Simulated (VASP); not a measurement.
Runs of VASP 6.6.1 on AlCu3. The structure is that of space group Pm-3m (No. 221), or close to it. The cells are those of the table. 

```tsv
cell	smearing	gap on the mesh (eV)	pressure (GPa)
a = 3.749 Å, 4 atoms	gaussian 0.1 eV	none	-10.8
a = 3.609 Å, 4 atoms	gaussian 0.1 eV	none	(a)
a = 3.552 Å, 4 atoms	gaussian 0.1 eV	none	12.3
a = 3.465 Å, 4 atoms	gaussian 0.1 eV	none	30.4
a = 3.632 Å, 4 atoms	fermi-dirac 0.15 eV	none	0.5
a = 3.480 Å, 4 atoms	gaussian 0.1 eV	none	(b)
a = 3.668 Å, 4 atoms	gaussian 0.1 eV	none	-3.7
```

Alike in all rows: task single point; level PBEsol; potentials or basis VASP PAW PBE potentials, release 64 (Al, Cu); no spin polarisation; k mesh 12 × 12 × 12; cutoff (eV) 520.

**Question.** Fill in the values left out.

**Answer.** (a) 3.5; (b) 26.8.

Caveats: the PAW data sets were made with another functional, which shifts forces and pressure a little; the cell stands under pressure (at least some runs); the cell stands under tension (at least some runs).

A gap of «none» marks levels without a gap at the run's occupations.
